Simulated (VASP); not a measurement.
# BP (I-4m2) in VASP: further runs

The runs below take BP through single point, with PBE.

Everything below comes from runs of VASP 6.6.1. Logs are shortened: lines on timing, memory, paths and dates and some standing lists are left out, and cuts for length are marked.

**1. The cell of the first run**

The structure is tetragonal, space group I-4m2 (No. 119). The conventional cell has a = 3.304 Å, b = 3.304 Å, c = 4.481 Å, α = 90.00°, β = 90.00°, γ = 90.00°. B (site symmetry -4m2) has 4 P at 2.00 Å within 2.6 Å. P (site symmetry -4m2) has 4 B at 2.00 Å within 2.6 Å.

**2. Single point, PBE (epitaxial xy strain +3.0%)**

File INCAR:

```
  ALGO = Normal
  EDIFF = 1E-7
  ENCUT = 520
  GGA = PE
  ISIF = 2
  ISMEAR = 0
  LASPH = T
  LCHARG = T
  LELF = T
  LREAL = F
  LVHAR = T
  LWAVE = F
  NBANDS = 11
  NELM = 100
  PREC = Accurate
  SIGMA = 0.01
```

File KPOINTS:

```
k-points
0
Gamma
  6 6 6
```

File POSCAR:

```
BP
1.0
    0.0000000000      2.3363651390      2.2405387671
    2.3363651390      0.0000000000      2.2405387671
    2.3363651390      2.3363651390      0.0000000000
B P
1 1
Direct
    0.0000000000      0.0000000000      0.0000000000
    0.2500000000      0.2500000000      0.2500000000
```

Potentials or basis: VASP PAW PBE potentials, release 64 (B, P).

Command:

```
$ cat potpaw_PBE.64/B/POTCAR potpaw_PBE.64/P/POTCAR > POTCAR
$ mpirun -np 1 vasp_std > vasp.out
```

OUTCAR:

```text
EDIFF = 1E-7
   ENCUT = 520
   GGA = PE
   ISIF = 2
   ISMEAR = 0
   LASPH = T
   LREAL = F
   NELM = 100
   PREC = Accurate

 ion  position               nearest neighbor table
   1  0.000  0.000  0.000-   2 2.00   2 2.00   2 2.00   2 2.00
   2  0.250  0.250  0.250-   1 2.00   1 2.00   1 2.00   1 2.00

  LATTYP: Found a body centered tetragonal cell.
 ALAT       =     3.3041192662
 C/A-ratio  =     1.3562093778

  Lattice vectors:

 A1 = (   0.0000000000,  -2.3363651390,  -2.2405387671)
 A2 = (   0.0000000000,   2.3363651390,  -2.2405387671)
 A3 = (   2.3363651390,   0.0000000000,   2.2405387671)

Analysis of symmetry for initial positions (statically):
=====================================================================
 Subroutine PRICEL returns:
 Original cell was already a primitive cell.

 Routine SETGRP: Setting up the symmetry group for a
 body centered tetragonal supercell.

 Subroutine GETGRP returns: Found  8 space group operations
 (whereof  8 operations were pure point group operations)
 out of a pool of 16 trial point group operations.

The static configuration has the point symmetry D_2d.

Analysis of symmetry for dynamics (positions and initial velocities):
=====================================================================
 Subroutine PRICEL returns:
 Original cell was already a primitive cell.

 Routine SETGRP: Setting up the symmetry group for a
 body centered tetragonal supercell.

 Subroutine GETGRP returns: Found  8 space group operations
 (whereof  8 operations were pure point group operations)
 out of a pool of 16 trial point group operations.

The dynamic configuration has the point symmetry D_2d.

 Subroutine INISYM returns: Found  8 space group operations
 (whereof  8 operations are pure point group operations),
 and found     1 'primitive' translations

----------------------------------------------------------------------------------------

                                     Primitive cell

  volume of cell :      24.4604

  direct lattice vectors                    reciprocal lattice vectors
     0.000000000  2.336365139  2.240538767    -0.214007644  0.214007644  0.223160611
     2.336365139  0.000000000  2.240538767     0.214007644 -0.214007644  0.223160611
     2.336365139  2.336365139  0.000000000     0.214007644  0.214007644 -0.223160611

  length of vectors
     3.237069049  3.237069049  3.304119266     0.376030852  0.376030852  0.376030852

  position of ions in fractional coordinates (direct lattice)
     0.000000000  0.000000000  0.000000000
     0.250000000  0.250000000  0.250000000

  ion indices of the primitive-cell ions
   primitive index   ion index
                 1           1
                 2           2

----------------------------------------------------------------------------------------

 KPOINTS: k-points

Automatic generation of k-mesh.
 Grid dimensions read from file:
 generate k-points for:    6    6    6

 Generating k-lattice:

  Cartesian coordinates                     Fractional coordinates (reciprocal lattice)
    -0.035667941  0.035667941  0.037193435     0.166666667  0.000000000  0.000000000
     0.035667941 -0.035667941  0.037193435     0.000000000  0.166666667  0.000000000
     0.035667941  0.035667941 -0.037193435    -0.000000000 -0.000000000  0.166666667

  Length of vectors
     0.062671809  0.062671809  0.062671809

  Shift w.r.t. Gamma in fractional coordinates (k-lattice)
     0.000000000  0.000000000  0.000000000

 Subroutine IBZKPT returns following result:
 ===========================================

 Found     30 irreducible k-points:

 Following reciprocal coordinates:
            Coordinates               Weight
  0.000000  0.000000  0.000000      1.000000
  0.166667  0.000000  0.000000      8.000000
  0.333333  0.000000  0.000000      8.000000
  0.500000  0.000000  0.000000      4.000000
  0.166667  0.166667  0.000000      2.000000
  0.333333  0.166667  0.000000      8.000000
[... 16 lines left out ...]
  0.333333  0.000000  0.333333      4.000000
  0.500000  0.000000  0.333333     16.000000
 [... further k-points ...]
   k-points           NKPTS =     30   k-points in BZ     NKDIM =     30   number of bands    NBANDS=     11
   number of dos      NEDOS =    301   number of ions     NIONS =      2
   total plane-waves  NPLWV =  16128
   dimension x,y,z NGX =    24 NGY =   24 NGZ =   28
   dimension x,y,z NGXF=    48 NGYF=   48 NGZF=   56
   ions per type =               1   1
   NGX,Y,Z   is equivalent  to a cutoff of  12.33, 12.33, 14.09 a.u.
   NGXF,Y,Z  is equivalent  to a cutoff of  24.65, 24.65, 28.18 a.u.
 SYSTEM =  unknown system
   PREC   = accura    normal or accurate (medium, high low for compatibility)
   ISTART =      0    job   : 0-new  1-cont  2-samecut
   ICHARG =      2    charge: 1-file 2-atom 10-const
   ISPIN  =      1    spin polarized calculation?
   LNONCOLLINEAR =      F non collinear calculations
   LSORBIT =      F    spin-orbit coupling
   LASPH  =      T    aspherical Exc in radial PAW
   ENCUT  =  520.0 eV  38.22 Ry    6.18 a.u.   6.02  6.02  6.14*2*pi/ulx,y,z
   NELM   =    100;   NELMIN=  2; NELMDL= -5     # of ELM steps
   EDIFF  = 0.1E-06   stopping-criterion for ELM
   LREAL  =      F    real-space projection
   EDIFFG = 0.1E-05   stopping-criterion for IOM
   NSW    =      0    number of steps for IOM
   IBRION =     -1    ionic relax: 0-MD 1-quasi-New 2-CG
   NFREE  =      0    steps in history (QN), initial steepest desc. (CG)
   ISIF   =      2    stress and relaxation
   ISYM   =      2    0-nonsym 1-usesym 2-fastsym
   POTIM  = 0.5000    time-step for ionic-motion
   TEBEG  =    0.0;   TEEND  =   0.0 temperature during run
   PSTRESS=    0.0 pullay stress
   NELECT =       8.0000    total number of electrons
   NUPDOWN=      -1.0000    fix difference up-down
   EMIN   =  10.00;   EMAX   =-10.00  energy-range for DOS
   EFERMI =   0.00;   METHOD = LEGACY
   ISMEAR =     0;   SIGMA  =   0.01  broadening in eV -4-tet -1-fermi 0-gaus
   EFERMI_NEDOS =   21; number of points for ismear=-14 and -15
   IALGO  =     38    algorithm
   IMIX   =      4    mixing-type and parameters
     AMIX     =   0.40;   BMIX     =  1.00
     AMIX_MAG =   1.60;   BMIX_MAG =  1.00
  volume/ion in A,a.u.               =      12.23        82.53
  Fermi-wavevector in a.u.,A,eV,Ry     =   1.127934  2.131485 17.309797  1.272234
  Thomas-Fermi vector in A             =   2.264622
   LORBIT       =      0    0 simple, 1 ext, 2 COOP (PROOUT), +10 PAW based schemes
   GGA     = PE    functional components
   LHFCALC =     F    Hartree Fock is set to
   AEXX    =    0.0000 exact exchange contribution
   IVDW    =     0    specifies the selected vdW correction
   LEPSILON=     F    determine dielectric tensor
   LRPA    =     F    only Hartree local field effects (RPA)
 non-spin polarized calculation
 Gauss-broadening in eV      SIGMA  =   0.01
  energy-cutoff  :      520.00
  volume of cell :       24.46
 maximum number of plane-waves:       676
   NGX = 13   NGY = 13   NGZ = 13

 number of electron       7.9999999 magnetization

 Free energy of the ion-electron system (eV)
  ---------------------------------------------------
  ext. energy  EPLUGINS =         0.00000000
  ---------------------------------------------------
  free energy    TOTEN  =       -12.87413435 eV

  energy without entropy =      -12.87413435  energy(sigma->0) =      -12.87413435

 E-fermi :   7.2353     XC(G=0): -10.7099

 val. band max:        7.1617573096   @ k =   0.0000   0.0000   0.0000
 cond. band min:       7.9876005944   @ k =   0.3333   0.3333   0.0000
 fundamental gap:      0.8258432848
 Fermi energy:         7.2352949422

 k-point     1 :       0.0000    0.0000    0.0000
  band No.  band energies     occupation
      1      -8.1522      2.00000
      2       6.7803      2.00000
      3       6.7803      2.00000
      4       7.1618      2.00000
      5      10.0892      0.00000
      6      10.3323      0.00000
      7      10.3323      0.00000
      8      13.5684      0.00000
      9      18.1209      0.00000
     10      18.3790      0.00000
     11      19.3760      0.00000

 k-point     2 :       0.1667    0.0000    0.0000
  band No.  band energies     occupation
      1      -7.6730      2.00000
      2       4.1423      2.00000
      3       6.1064      2.00000
      4       6.4345      2.00000
      5      10.6324      0.00000
      6      11.1565      0.00000
      7      11.1941      0.00000
      8      14.9885      0.00000
      9      17.4527      0.00000
     10      18.0174      0.00000
     11      19.3559      0.00000

 k-point     3 :       0.3333    0.0000    0.0000
  band No.  band energies     occupation
      1      -6.3154      2.00000
      2       0.3823      2.00000
      3       5.2673      2.00000
      4       5.7098      2.00000
      5      10.4329      0.00000
      6      11.5627      0.00000
      7      11.9386      0.00000
      8      16.7446      0.00000
      9      18.5127      0.00000
     10      18.7033      0.00000
     11      20.0171      0.00000

 k-point     4 :       0.5000    0.0000    0.0000
  band No.  band energies     occupation
      1      -4.9967      2.00000
      2      -1.8028      2.00000
      3       4.9585      2.00000
      4       5.4535      2.00000
      5      10.2709      0.00000
      6      11.3983      0.00000
      7      11.9295      0.00000
      8      16.8893      0.00000
      9      20.7235      0.00000
     10      21.4922      0.00000
     11      21.5949      0.00000
[... 239 lines left out ...]
 k-point    22 :      -0.3333    0.5000    0.1667
  band No.  band energies     occupation
      1      -3.2126      2.00000
      2      -0.9526      2.00000
      3       1.7076      2.00000
      4       1.8685      2.00000
      5      10.3589      0.00000
      6      10.8015      0.00000
      7      15.7196      0.00000
      8      16.4040      0.00000
      9      19.6896      0.00000
     10      22.8300      0.00000
     11      23.0045      0.00000

 k-point    23 :       0.3333    0.0000    0.3333
  band No.  band energies     occupation
      1      -5.7295      2.00000
      2       1.2284      2.00000
      3       3.6362      2.00000
      4       3.7421      2.00000
      5       8.5112      0.00000
      6      10.3357      0.00000
      7      15.7063      0.00000
      8      16.6578      0.00000
      9      19.6613      0.00000
     10      21.7699      0.00000
     11      23.3084      0.00000

 k-point    24 :       0.5000    0.0000    0.3333
  band No.  band energies     occupation
      1      -4.3113      2.00000
      2      -0.5710      2.00000
      3       1.9973      2.00000
      4       3.5094      2.00000
      5       9.0490      0.00000
      6      11.2427      0.00000
      7      16.1570      0.00000
      8      17.1466      0.00000
      9      19.9554      0.00000
     10      21.9174      0.00000
     11      23.5823      0.00000

 [... further k-points ...]
[... 5 lines left out ...]
  --------------------------------------------------------------------------------------
  -------------------------------------------------------------------------------------
  Total       -1.4266854     -1.4266854      0.1177443      0.0000000     -0.0000000      0.0000000
  in kB      -93.4490555    -93.4490555      7.7123494      0.0000000     -0.0000000      0.0000000
  external PRESSURE =     -59.7285872 kB  Pullay stress =       0.0000000 kB

 VOLUME and BASIS-vectors are now :
 -----------------------------------------------------------------------------
  energy-cutoff  :      520.00
  volume of cell :       24.46
      direct lattice vectors                 reciprocal lattice vectors
     0.000000000  2.336365139  2.240538767    -0.214007644  0.214007644  0.223160611
     2.336365139  0.000000000  2.240538767     0.214007644 -0.214007644  0.223160611
     2.336365139  2.336365139  0.000000000     0.214007644  0.214007644 -0.223160611

 POSITION                                       TOTAL-FORCE (eV/Angst)
 -----------------------------------------------------------------------------------
      0.00000      0.00000      0.00000         0.000000      0.000000      0.000000
      1.16818      1.16818      1.12027        -0.000000     -0.000000     -0.000000
 -----------------------------------------------------------------------------------
    total drift:                                0.000000      0.000000      0.000000

  FREE ENERGIE OF THE ION-ELECTRON SYSTEM (eV)
  ---------------------------------------------------
  free  energy   TOTEN  =       -12.8741343538 eV

  energy  without entropy=      -12.8741343538  energy(sigma->0) =      -12.87413435
```

Run time: 5.6 s. Hardware: 1 thread of Intel Xeon Platinum 8488C (Sapphire Rapids), shared host; peak memory 0.14 GiB.

Results:

- Free energy: -12.8741 eV
- Pressure: -6.0 GPa
- Band gap on the k mesh: 0.83 eV, indirect (least direct gap 2.93 eV)

Stress tensor (GPa, compression positive):
```
-9.34  0.00  0.00
 0.00 -9.34  0.00
 0.00  0.00  0.77
```

Caveat: the cell differs from its parent crystal (epitaxial xy strain +3.0%).

**3. Single point, PBE (epitaxial xy strain +4.0%)**

File INCAR:

```
SYSTEM = BP
ALGO     = Normal         ! electronic algorithm
EDIFF    = 1E-7           ! SCF threshold, eV
ENCUT    = 520            ! plane-wave cutoff, eV
GGA      = PE             ! functional
ISIF     = 2              ! what is computed and relaxed
ISMEAR   = 0              ! smearing method
LASPH    = .True.         ! aspherical terms in the spheres
LCHARG   = .True.         ! write CHGCAR
LELF     = .True.         ! ELF
LREAL    = .False.        ! projectors in reciprocal space
LVHAR    = .True.       
LWAVE    = .False.        ! write WAVECAR
NBANDS   = 11             ! bands
NELM     = 60             ! most SCF steps
PREC     = Accurate       ! precision mode
SIGMA    = 0.01           ! smearing width, eV
```

File KPOINTS:

```
k-points
0
Gamma
  6 6 6
  0 0 0
```

File POSCAR:

```
BP
1.0
    0.0000000000      2.3590482957      2.2312187363
    2.3590482957      0.0000000000      2.2312187363
    2.3590482957      2.3590482957      0.0000000000
B P
1 1
Direct
    0.0000000000      0.0000000000      0.0000000000
    0.2500000000      0.2500000000      0.2500000000
```

Potentials or basis: VASP PAW PBE potentials, release 64 (B, P).

Command:

```
$ cat potpaw_PBE.64/B/POTCAR potpaw_PBE.64/P/POTCAR > POTCAR
$ mpirun -np 1 vasp_std > vasp.out
```

It took 6.3 s on 1 thread of Intel Xeon Platinum 8488C (Sapphire Rapids), shared host; peak memory 0.14 GiB.

Results (log left out):

* Free energy: -12.8415 eV
* Pressure: -8.0 GPa
* Band gap on the k mesh: 0.65 eV, indirect (least direct gap 2.78 eV)

Stress tensor (GPa, compression positive):
```
-12.37   0.00   0.00
  0.00 -12.37   0.00
  0.00   0.00   0.66
```

Levels at points of the mesh, in eV from the valence-band top:
| k point | band 1 | band 2 | band 3 | band 4 | band 5 | band 6 | band 7 | band 8 |
| --- | --- | --- | --- | --- | --- | --- | --- | --- |
| (0.00, 0.00, 0.00) | -15.26 | -0.50 | -0.50 | 0.00 | 2.78 | 3.11 | 3.11 | 6.09 |
| (0.50, 0.00, 0.00) | -12.16 | -8.93 | -2.33 | -1.69 | 2.87 | 4.09 | 4.81 | 9.61 |
| (0.50, 0.50, 0.00) | -10.40 | -8.28 | -4.58 | -4.58 | 0.72 | 0.91 | 11.21 | 11.21 |
| (0.50, 0.00, 0.50) | -10.88 | -8.76 | -4.08 | -3.98 | 1.33 | 1.64 | 10.65 | 11.57 |

Caveat: the cell differs from its parent crystal (epitaxial xy strain +4.0%).

**4. Single point, PBE (epitaxial xy strain +3.0%)**

File INCAR:

```
SYSTEM = BP
ALGO = Normal
EDIFF = 1E-7
ENCUT = 520
GGA = PE
ISIF = 2
ISMEAR = -1
LASPH = .TRUE.
LCHARG = .FALSE.
LREAL = .FALSE.
LWAVE = .FALSE.
NBANDS = 11
NELM = 60
PREC = Accurate
SIGMA = 0.02
```

File KPOINTS:

```
k-points
0
G
  10 10 10
  0 0 0
```

File POSCAR:

```
BP
1.0
    0.0000000000      2.3363651390      2.2405387671
    2.3363651390      0.0000000000      2.2405387671
    2.3363651390      2.3363651390      0.0000000000
B P
1 1
Direct
    0.0000000000      0.0000000000      0.0000000000
    0.2500000000      0.2500000000      0.2500000000
```

Potentials or basis: VASP PAW PBE potentials, release 64 (B, P).

Command:

```
$ cat potpaw_PBE.64/B/POTCAR potpaw_PBE.64/P/POTCAR > POTCAR
$ mpirun -np 1 vasp_std > vasp.out
```

OUTCAR:

```text
SYSTEM = BP
   EDIFF = 1E-7
   ENCUT = 520
   GGA = PE
   ISIF = 2
   ISMEAR = -1
   LASPH = .TRUE.
   LREAL = .FALSE.
   NELM = 60
   PREC = Accurate

 ion  position               nearest neighbor table
   1  0.000  0.000  0.000-   2 2.00   2 2.00   2 2.00   2 2.00
   2  0.250  0.250  0.250-   1 2.00   1 2.00   1 2.00   1 2.00

  LATTYP: Found a body centered tetragonal cell.
 ALAT       =     3.3041192662
 C/A-ratio  =     1.3562093778

  Lattice vectors:

 A1 = (   0.0000000000,  -2.3363651390,  -2.2405387671)
 A2 = (   0.0000000000,   2.3363651390,  -2.2405387671)
 A3 = (   2.3363651390,   0.0000000000,   2.2405387671)

Analysis of symmetry for initial positions (statically):
=====================================================================
 Subroutine PRICEL returns:
 Original cell was already a primitive cell.

 Routine SETGRP: Setting up the symmetry group for a
 body centered tetragonal supercell.

 Subroutine GETGRP returns: Found  8 space group operations
 (whereof  8 operations were pure point group operations)
 out of a pool of 16 trial point group operations.

The static configuration has the point symmetry D_2d.

Analysis of symmetry for dynamics (positions and initial velocities):
[... 163 lines left out ...]
 Fermi energy:         7.5005642169

 k-point     1 :       0.0000    0.0000    0.0000
  band No.  band energies     occupation
      1      -8.1562      2.00000
      2       6.7744      2.00000
      3       6.7744      2.00000
      4       7.1561      2.00000
      5      10.0858      0.00000
      6      10.3289      0.00000
      7      10.3289      0.00000
      8      13.5623      0.00000
      9      18.1165      0.00000
     10      18.3767      0.00000
     11      19.3739      0.00000
[... 309 lines left out ...]
 k-point    24 :       0.4000    0.3000    0.0000
  band No.  band energies     occupation
      1      -5.1965      2.00000
      2       1.0210      2.00000
      3       2.9360      2.00000
      4       3.2820      2.00000
      5       8.4031      0.00000
      6      10.3098      0.00000
      7      16.0454      0.00000
      8      16.0811      0.00000
      9      20.6622      0.00000
     10      21.7326      0.00000
     11      23.5906      0.00000

 [... further k-points ...]
[... 5 lines left out ...]
  --------------------------------------------------------------------------------------
  -------------------------------------------------------------------------------------
  Total       -1.4464790     -1.4464790      0.1093437      0.0000000      0.0000000      0.0000000
  in kB      -94.7455500    -94.7455500      7.1621045      0.0000000      0.0000000      0.0000000
  external PRESSURE =     -60.7763318 kB  Pullay stress =       0.0000000 kB

 VOLUME and BASIS-vectors are now :
 -----------------------------------------------------------------------------
  energy-cutoff  :      520.00
  volume of cell :       24.46
      direct lattice vectors                 reciprocal lattice vectors
     0.000000000  2.336365139  2.240538767    -0.214007644  0.214007644  0.223160611
     2.336365139  0.000000000  2.240538767     0.214007644 -0.214007644  0.223160611
     2.336365139  2.336365139  0.000000000     0.214007644  0.214007644 -0.223160611

 POSITION                                       TOTAL-FORCE (eV/Angst)
 -----------------------------------------------------------------------------------
      0.00000      0.00000      0.00000         0.000000      0.000000      0.000000
      1.16818      1.16818      1.12027        -0.000000     -0.000000     -0.000000
 -----------------------------------------------------------------------------------
    total drift:                                0.000000      0.000000      0.000000

  FREE ENERGIE OF THE ION-ELECTRON SYSTEM (eV)
  ---------------------------------------------------
  free  energy   TOTEN  =       -12.8902859571 eV

  energy  without entropy=      -12.8902859570  energy(sigma->0) =      -12.89028596
```

It took 13 s on 1 thread of Intel Xeon Platinum 8488C (Sapphire Rapids), shared host; peak memory 0.15 GiB.

Results:

- Free energy: -12.8903 eV
- Pressure: -6.1 GPa
- Band gap on the k mesh: 0.69 eV, indirect (least direct gap 2.93 eV)

Stress tensor (GPa, compression positive):
```
-9.47  0.00  0.00
 0.00 -9.47  0.00
 0.00  0.00  0.72
```

Caveat: the cell differs from its parent crystal (epitaxial xy strain +3.0%).

(Continued in part 2 of 2.)
